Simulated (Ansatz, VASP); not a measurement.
**Two plane-wave programs on Ag**

Contents of INCAR:

```
SYSTEM = Ag
  PREC = Accurate
  ENCUT = 520
  EDIFF = 1E-6
  ISMEAR = 0
  SIGMA = 0.15
  LREAL = .False.
  LASPH = .True.
  NELM = 60
  ALGO = Fast
  ISIF = 2
  LWAVE = .False.
  LCHARG = .False.
  GGA = PS
  NBANDS = 18
```

KPOINTS

```
Automatic mesh
0
Gamma
  18 18 10
  0 0 0
```

The input POSCAR:

```
Ag
1.0
    2.9299980804      0.0000000000      0.0000000000
   -1.4649990402      2.5374527707      0.0000000000
    0.0000000000      0.0000000000      4.7900000000
Ag
2
Direct
    0.4220049345      0.8440098690      0.2500000000
    0.6666666667      0.3333333333      0.7500000000
```

Input for Ansatz:

```yaml
crystal:
  lattice:
    - [2.9299980804, 0.0, 0.0]
    - [-1.4649990402, 2.5374527707, 0.0]
    - [0.0, 0.0, 4.79]
  atoms:
    - { symbol: Ag, position: [0.4220049345, 0.844009869, 0.25] }
    - { symbol: Ag, position: [0.6666666667, 0.3333333333, 0.75] }
basis:
  ecutwfc: 420
kpoints:
  mp_grid: { grid: [18, 18, 10] }
hamiltonian:
  xc: pbesol
scf:
  occupations: { method: gaussian, width: 0.15 }
output:
  forces: true
  stress: true
  eigenvalues: true
```

Alike in both runs: task single point; functional PBEsol; k mesh 18 × 18 × 10; occupations gaussian, width 0.15 eV; no spin polarisation.

|  | VASP | Ansatz |
| --- | --- | --- |
| version | VASP 6.6.1 | Ansatz 0.2.0 |
| potentials or method | VASP PAW PBE potentials, release 64 (Ag), cutoff 520 eV | scalar-relativistic, plane waves, PAW |
| valence electrons in the cell | 22 | 38 |

```tsv
	VASP	Ansatz	Ansatz less VASP
gap on the k mesh at the Fermi level (eV)	none	none	-
pressure (GPa)	-4.7	-4.5	+0.23
traceless stress, the component that is largest in VASP (GPa)	3.84	3.87	+0.039
rms of the force components (eV/Å)	0.305	0.308	+0.0028
```

VASP's potentials were made for PBE, not for PBEsol. Atom by atom the forces differ by 0.003 eV/Å (rms over components). A gap of «none» marks a metal or a gap that the smearing closes. VASP's potentials hold 22 valence electrons a cell and Ansatz's 38, so a difference there can come from the potentials and not from the codes.
